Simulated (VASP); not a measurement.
Write the native input for VASP 6.6.1 that does the following.

```
Task                   : relaxation of cell and atoms
Functional             : PBE
Potentials or basis    : VASP PAW PBE potentials, release 64 (B, Pd)
Cutoff                 : 600 eV
k mesh                 : 6 × 6 × 4
Occupations            : gaussian, width 0.1 eV
Spin                   : no spin polarisation
Dipole correction      : no
Further INCAR settings : ALGO = Normal; EDIFF = 1e-06; IBRION = 2; EDIFFG = -0.04; NSW = 90; ISIF = 3
```

The structure of B4Pd lies in POSCAR:

```
B4Pd
1.0
    3.2168769500      0.0000000000      0.0000000000
   -1.6084384800      2.7858971600      0.0000000000
    0.0000000000      0.0000000000      5.5246011600
B Pd
4 1
Direct
    0.0000000000      0.0000000000      0.3287710700
    0.0000000000      0.0000000000      0.6712289300
    0.3333333300      0.6666666700      0.6184758300
    0.3333333300      0.6666666700      0.3815241700
    0.3333333300      0.6666666700      0.0000000000
```

The input as run:

INCAR

```
PREC = Accurate
ENCUT = 600
EDIFF = 1E-6
ISMEAR = 0
SIGMA = 0.1
LREAL = False
LASPH = True
NELM = 80
ALGO = Normal
ISIF = 3
LWAVE = False
LCHARG = False
GGA = PE
IBRION = 2
NSW = 90
EDIFFG = -0.04
```

KPOINTS

```
regular mesh
0
Gamma
  6 6 4
```

Potentials or basis: VASP PAW PBE potentials, release 64 (B, Pd).

Command:

```sh
$ cat potpaw_PBE.64/B/POTCAR potpaw_PBE.64/Pd/POTCAR > POTCAR
$ mpirun -np 1 vasp_std > vasp.out
```

It gave:

The relaxed volume is 9.31 Å³/atom. The relaxed cell is a = 3.008 Å, b = 3.008 Å, c = 5.943 Å, α = 90.00°, β = 90.00°, γ = 120.00°. The space group after relaxing (to 0.05 Å) is P-6m2 (No. 187). The energy gained by relaxing is 512.7 meV/atom and the ionic steps are 13. The pressure after relaxing is 0.1 GPa and the largest force after relaxing is 0.036 eV/Å. The band gap on the k mesh is zero (band 11 reaches 9.22 eV, above the bottom of band 12 at 5.81 eV).

Caveat: the k points lie up to 0.40 Å⁻¹ apart in the final cell.

Wall time 3 min on 1 thread of Intel Xeon 6975P-C, with other jobs on the host, peak memory 0.21 GiB.
